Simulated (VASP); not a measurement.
# MoS2 (P-3m1) in VASP: single point with PBEsol

Aim: the single point of MoS2 with PBEsol.

All numbers are computed with VASP 6.6.1; they aren't measurements. Logs are shortened: lines on timing, memory, paths and dates and some standing lists are left out, and cuts for length are marked.

### Step 1. The cell of the first run

It takes space group P-3m1 (No. 164, trigonal). Conventional cell: a = 3.220 Å, b = 3.220 Å, c = 5.945 Å, α = 90.00°, β = 90.00°, γ = 120.00°. Mo (site symmetry -3m) has 6 S at 2.42 Å within 3.2 Å. Within 3.2 Å of S (site symmetry 3m) lie 3 Mo at 2.42 Å.

### Step 2. Single point, PBEsol

The input, INCAR:

```
PREC = Accurate
ENCUT = 520
EDIFF = 1E-7
ISMEAR = -1
SIGMA = 0.02
LREAL = False
LASPH = True
NELM = 100
ALGO = Normal
ISIF = 2
LWAVE = False
LCHARG = False
GGA = PS
NBANDS = 20
```

The input, KPOINTS:

```
Automatic mesh
0
Gamma
  6 6 4
```

The input, POSCAR:

```
MoS2
1.0
    3.2202374514      0.0000000000      0.0000000000
   -1.6101187257      2.7888074392      0.0000000000
    0.0000000000      0.0000000000      5.9450268322
Mo S
1 2
Direct
    0.0000000000      0.0000000000      0.0000000000
    0.3333333333      0.6666666667      0.2600310812
    0.6666666667      0.3333333333      0.7399689188
```

Potentials or basis: VASP PAW PBE potentials, release 64 (Mo_sv, S).

Run with:

```
cat potpaw_PBE.64/Mo_sv/POTCAR potpaw_PBE.64/S/POTCAR > POTCAR
mpirun -np 1 vasp_std > vasp.out
```

OUTCAR:

```text
PREC = Accurate
   ENCUT = 520
   EDIFF = 1E-7
   ISMEAR = -1
   LREAL = False
   LASPH = True
   NELM = 100
   ISIF = 2
   GGA = PS

 ion  position               nearest neighbor table
   1  0.000  0.000  0.000-   2 2.42   3 2.42   3 2.42   2 2.42   3 2.42   2 2.42
   2  0.333  0.667  0.260-   1 2.42   1 2.42   1 2.42
   3  0.667  0.333  0.740-   1 2.42   1 2.42   1 2.42

  LATTYP: Found a hexagonal cell.
 ALAT       =     3.2202374514
 C/A-ratio  =     1.8461454852

  Lattice vectors:

 A1 = (   3.2202374514,   0.0000000000,   0.0000000000)
 A2 = (  -1.6101187257,   2.7888074392,   0.0000000000)
 A3 = (   0.0000000000,   0.0000000000,   5.9450268322)

Analysis of symmetry for initial positions (statically):
=====================================================================
 Subroutine PRICEL returns:
 Original cell was already a primitive cell.

 Routine SETGRP: Setting up the symmetry group for a
 hexagonal supercell.

 Subroutine GETGRP returns: Found 12 space group operations
 (whereof 12 operations were pure point group operations)
 out of a pool of 24 trial point group operations.

The static configuration has the point symmetry D_3d.

Analysis of symmetry for dynamics (positions and initial velocities):
=====================================================================
 Subroutine PRICEL returns:
 Original cell was already a primitive cell.

 Routine SETGRP: Setting up the symmetry group for a
 hexagonal supercell.

 Subroutine GETGRP returns: Found 12 space group operations
 (whereof 12 operations were pure point group operations)
 out of a pool of 24 trial point group operations.

The dynamic configuration has the point symmetry D_3d.

 Subroutine INISYM returns: Found 12 space group operations
 (whereof 12 operations are pure point group operations),
 and found     1 'primitive' translations

----------------------------------------------------------------------------------------

                                     Primitive cell

  volume of cell :      53.3900

  direct lattice vectors                    reciprocal lattice vectors
     3.220237451  0.000000000  0.000000000     0.310536106  0.179288105  0.000000000
    -1.610118726  2.788807439  0.000000000     0.000000000  0.358576209  0.000000000
     0.000000000  0.000000000  5.945026832     0.000000000  0.000000000  0.168207819

  length of vectors
     3.220237451  3.220237451  5.945026832     0.358576209  0.358576209  0.168207819

  position of ions in fractional coordinates (direct lattice)
     0.000000000  0.000000000  0.000000000
     0.333333333  0.666666667  0.260031081
     0.666666667  0.333333333  0.739968919

  ion indices of the primitive-cell ions
   primitive index   ion index
                 1           1
                 2           2
                 3           3

----------------------------------------------------------------------------------------

 KPOINTS: Automatic mesh

Automatic generation of k-mesh.
 Grid dimensions read from file:
 generate k-points for:    6    6    4

 Generating k-lattice:

  Cartesian coordinates                     Fractional coordinates (reciprocal lattice)
     0.051756018  0.029881351  0.000000000     0.166666667  0.000000000  0.000000000
     0.000000000  0.059762702  0.000000000     0.000000000  0.166666667  0.000000000
     0.000000000  0.000000000  0.042051955     0.000000000  0.000000000  0.250000000

  Length of vectors
     0.059762702  0.059762702  0.042051955

  Shift w.r.t. Gamma in fractional coordinates (k-lattice)
     0.000000000  0.000000000  0.000000000

 Subroutine IBZKPT returns following result:
 ===========================================

 Found     24 irreducible k-points:

 Following reciprocal coordinates:
            Coordinates               Weight
  0.000000  0.000000  0.000000      1.000000
  0.166667  0.000000  0.000000      6.000000
  0.333333 -0.000000  0.000000      6.000000
  0.500000 -0.000000  0.000000      3.000000
  0.166667  0.166667  0.000000      6.000000
  0.333333  0.166667  0.000000     12.000000
[... 16 lines left out ...]
  0.333333  0.166667  0.500000     12.000000
  0.333333  0.333333  0.500000      2.000000
   k-points           NKPTS =     24   k-points in BZ     NKDIM =     24   number of bands    NBANDS=     20
   number of dos      NEDOS =    301   number of ions     NIONS =      3
   total plane-waves  NPLWV =  27648
   dimension x,y,z NGX =    24 NGY =   24 NGZ =   48
   dimension x,y,z NGXF=    48 NGYF=   48 NGZF=   96
   ions per type =               1   2
   NGX,Y,Z   is equivalent  to a cutoff of  12.39, 12.39, 13.42 a.u.
   NGXF,Y,Z  is equivalent  to a cutoff of  24.78, 24.78, 26.85 a.u.
 SYSTEM =  unknown system
   PREC   = accura    normal or accurate (medium, high low for compatibility)
   ISTART =      0    job   : 0-new  1-cont  2-samecut
   ICHARG =      2    charge: 1-file 2-atom 10-const
   ISPIN  =      1    spin polarized calculation?
   LNONCOLLINEAR =      F non collinear calculations
   LSORBIT =      F    spin-orbit coupling
   LASPH  =      T    aspherical Exc in radial PAW
   ENCUT  =  520.0 eV  38.22 Ry    6.18 a.u.   5.99  5.99 11.05*2*pi/ulx,y,z
   NELM   =    100;   NELMIN=  2; NELMDL= -5     # of ELM steps
   EDIFF  = 0.1E-06   stopping-criterion for ELM
   LREAL  =      F    real-space projection
   EDIFFG = 0.1E-05   stopping-criterion for IOM
   NSW    =      0    number of steps for IOM
   IBRION =     -1    ionic relax: 0-MD 1-quasi-New 2-CG
   NFREE  =      0    steps in history (QN), initial steepest desc. (CG)
   ISIF   =      2    stress and relaxation
   ISYM   =      2    0-nonsym 1-usesym 2-fastsym
   POTIM  = 0.5000    time-step for ionic-motion
   TEBEG  =    0.0;   TEEND  =   0.0 temperature during run
   PSTRESS=    0.0 pullay stress
   NELECT =      26.0000    total number of electrons
   NUPDOWN=      -1.0000    fix difference up-down
   EMIN   =  10.00;   EMAX   =-10.00  energy-range for DOS
   EFERMI =   0.00;   METHOD = LEGACY
   ISMEAR =    -1;   SIGMA  =   0.02  broadening in eV -4-tet -1-fermi 0-gaus
   EFERMI_NEDOS =   21; number of points for ismear=-14 and -15
   IALGO  =     38    algorithm
   IMIX   =      4    mixing-type and parameters
     AMIX     =   0.40;   BMIX     =  1.00
     AMIX_MAG =   1.60;   BMIX_MAG =  1.00
  volume/ion in A,a.u.               =      17.80       120.10
  Fermi-wavevector in a.u.,A,eV,Ry     =   1.287990  2.433948 22.570957  1.658919
  Thomas-Fermi vector in A             =   2.419971
   LORBIT       =      0    0 simple, 1 ext, 2 COOP (PROOUT), +10 PAW based schemes
   GGA     = PS    functional components
   LHFCALC =     F    Hartree Fock is set to
   AEXX    =    0.0000 exact exchange contribution
   IVDW    =     0    specifies the selected vdW correction
   LEPSILON=     F    determine dielectric tensor
   LRPA    =     F    only Hartree local field effects (RPA)
 non-spin polarized calculation
  energy-cutoff  :      520.00
  volume of cell :       53.39
 maximum number of plane-waves:      1482
   NGX = 11   NGY = 11   NGZ = 23

 number of electron      26.0000004 magnetization

 Free energy of the ion-electron system (eV)
  ---------------------------------------------------
  ext. energy  EPLUGINS =         0.00000000
  ---------------------------------------------------
  free energy    TOTEN  =       -22.61328413 eV

  energy without entropy =      -22.61250736  energy(sigma->0) =      -22.61289575

 E-fermi :   7.6239     XC(G=0): -11.0661

 val. band max:        7.4465872494   @ k =   0.0000   0.0000   0.2500
 cond. band min:       7.6564413080   @ k =   0.1667   0.1667   0.5000
 fundamental gap:      0.2098540586
 Fermi energy:         7.6238558444

 k-point     1 :       0.0000    0.0000    0.0000
  band No.  band energies     occupation
      1     -54.0558      2.00000
      2     -28.1172      2.00000
      3     -28.0882      2.00000
      4     -28.0882      2.00000
      5      -7.3263      2.00000
      6      -5.6088      2.00000
[... 12 lines left out ...]
     19      14.1005      0.00000
     20      17.1055      0.00000

 k-point     2 :       0.1667    0.0000    0.0000
  band No.  band energies     occupation
      1     -54.0477      2.00000
      2     -28.1736      2.00000
      3     -28.1078      2.00000
      4     -28.1004      2.00000
      5      -6.9132      2.00000
      6      -5.5387      2.00000
[... 12 lines left out ...]
     19      15.3120      0.00000
     20      16.6151      0.00000

 k-point     3 :       0.3333   -0.0000    0.0000
  band No.  band energies     occupation
      1     -54.0313      2.00000
      2     -28.3409      2.00000
      3     -28.1467      2.00000
      4     -28.0666      2.00000
      5      -5.9576      2.00000
      6      -5.3446      2.00000
[... 12 lines left out ...]
     19      14.7177      0.00000
     20      15.7945      0.00000

 k-point     4 :       0.5000   -0.0000    0.0000
  band No.  band energies     occupation
      1     -54.0231      2.00000
      2     -28.4229      2.00000
      3     -28.1660      2.00000
      4     -28.0496      2.00000
      5      -5.5634      2.00000
      6      -4.9811      2.00000
[... 12 lines left out ...]
     19      14.7757      0.00000
     20      15.8368      0.00000

 k-point     5 :       0.1667    0.1667    0.0000
  band No.  band energies     occupation
      1     -54.0354      2.00000
      2     -28.2833      2.00000
      3     -28.1537      2.00000
      4     -28.0750      2.00000
      5      -6.2021      2.00000
      6      -5.4215      2.00000
[... 12 lines left out ...]
     19      16.0056      0.00000
     20      16.4608      0.00000

 k-point     6 :       0.3333    0.1667    0.0000
  band No.  band energies     occupation
      1     -54.0231      2.00000
      2     -28.3801      2.00000
      3     -28.2104      2.00000
      4     -28.0497      2.00000
      5      -5.4355      2.00000
      6      -5.1391      2.00000
[... 12 lines left out ...]
     19      15.0903      0.00000
     20      16.2360      0.00000

 k-point     7 :       0.3333    0.3333    0.0000
  band No.  band energies     occupation
      1     -54.0190      2.00000
      2     -28.3213      2.00000
      3     -28.3213      2.00000
      4     -28.0413      2.00000
      5      -5.0844      2.00000
      6      -5.0844      2.00000
[... 12 lines left out ...]
     19      16.9616      0.00000
     20      16.9616      0.00000
[... 277 lines left out ...]
 k-point    20 :       0.3333   -0.0000    0.5000
  band No.  band energies     occupation
      1     -54.0313      2.00000
      2     -28.3409      2.00000
      3     -28.1467      2.00000
      4     -28.0666      2.00000
      5      -5.8611      2.00000
      6      -5.4450      2.00000
[... 12 lines left out ...]
     19      14.2177      0.00000
     20      16.1958      0.00000

 k-point    21 :       0.5000   -0.0000    0.5000
  band No.  band energies     occupation
      1     -54.0231      2.00000
      2     -28.4229      2.00000
      3     -28.1660      2.00000
      4     -28.0496      2.00000
      5      -5.6952      2.00000
      6      -4.7945      2.00000
[... 12 lines left out ...]
     19      13.7037      0.00000
     20      14.1111      0.00000

 k-point    22 :       0.1667    0.1667    0.5000
  band No.  band energies     occupation
      1     -54.0354      2.00000
      2     -28.2833      2.00000
      3     -28.1537      2.00000
      4     -28.0750      2.00000
      5      -5.8564      2.00000
      6      -5.8105      2.00000
[... 12 lines left out ...]
     19      16.0351      0.00000
     20      16.6213      0.00000

 k-point    23 :       0.3333    0.1667    0.5000
  band No.  band energies     occupation
      1     -54.0231      2.00000
      2     -28.3801      2.00000
      3     -28.2103      2.00000
      4     -28.0497      2.00000
      5      -5.5352      2.00000
      6      -5.0187      2.00000
[... 12 lines left out ...]
     19      14.9814      0.00000
     20      16.0406      0.00000

 k-point    24 :       0.3333    0.3333    0.5000
  band No.  band energies     occupation
      1     -54.0190      2.00000
      2     -28.3213      2.00000
      3     -28.3213      2.00000
      4     -28.0413      2.00000
      5      -5.0931      2.00000
      6      -5.0931      2.00000
[... 12 lines left out ...]
     19      15.3953      0.00000
     20      15.3953      0.00000

------------------------ aborting loop because EDIFF is reached ----------------------------------------

  FORCE on cell =-STRESS in cart. coord.  units (eV):
  Direction    XX          YY          ZZ          XY          YZ          ZX
  --------------------------------------------------------------------------------------
  -------------------------------------------------------------------------------------
  Total       -1.2402249     -1.2402249     -0.1902909     -0.0000000      0.0000000     -0.0000000
  in kB      -37.2178082    -37.2178082     -5.7104254     -0.0000000      0.0000000     -0.0000000
  external PRESSURE =     -26.7153473 kB  Pullay stress =       0.0000000 kB

 VOLUME and BASIS-vectors are now :
 -----------------------------------------------------------------------------
  energy-cutoff  :      520.00
  volume of cell :       53.39
      direct lattice vectors                 reciprocal lattice vectors
     3.220237451  0.000000000  0.000000000     0.310536106  0.179288105  0.000000000
    -1.610118726  2.788807439  0.000000000     0.000000000  0.358576209  0.000000000
     0.000000000  0.000000000  5.945026832     0.000000000  0.000000000  0.168207819

 POSITION                                       TOTAL-FORCE (eV/Angst)
 -----------------------------------------------------------------------------------
      0.00000      0.00000      0.00000        -0.000000      0.000000      0.000000
     -0.00000      1.85920      1.54589         0.000000      0.000000     -0.067606
      1.61012      0.92960      4.39914        -0.000000     -0.000000      0.067606
 -----------------------------------------------------------------------------------
    total drift:                                0.000000      0.000000     -0.000000

  FREE ENERGIE OF THE ION-ELECTRON SYSTEM (eV)
  ---------------------------------------------------
  free  energy   TOTEN  =       -22.6132841341 eV

  energy  without entropy=      -22.6125073600  energy(sigma->0) =      -22.61289575
```

Wall time 29 s (1 thread of Intel Xeon 8259CL, shared host); peak memory 0.18 GiB.

What came out:

| Quantity | Value |
| --- | --- |
| Free energy | -22.6133 eV |
| Pressure | -2.7 GPa |
| Largest force | 0.068 eV/Å |
| Band gap on the k mesh | zero (band 13 reaches 8.27 eV, above the bottom of band 14 at 7.24 eV) |

Forces in eV/Å, atoms in the order of the input:
```
Mo   0.000  0.000  0.000
S    0.000  0.000 -0.068
S    0.000  0.000  0.068
```

Caveat: the k points lie up to 0.38 Å⁻¹ apart; the PAW data sets were made with another functional, which shifts forces and pressure a little; this functional lacks dispersion, which binds the layers, so the pressure and a relaxed spacing across them are unreliable.
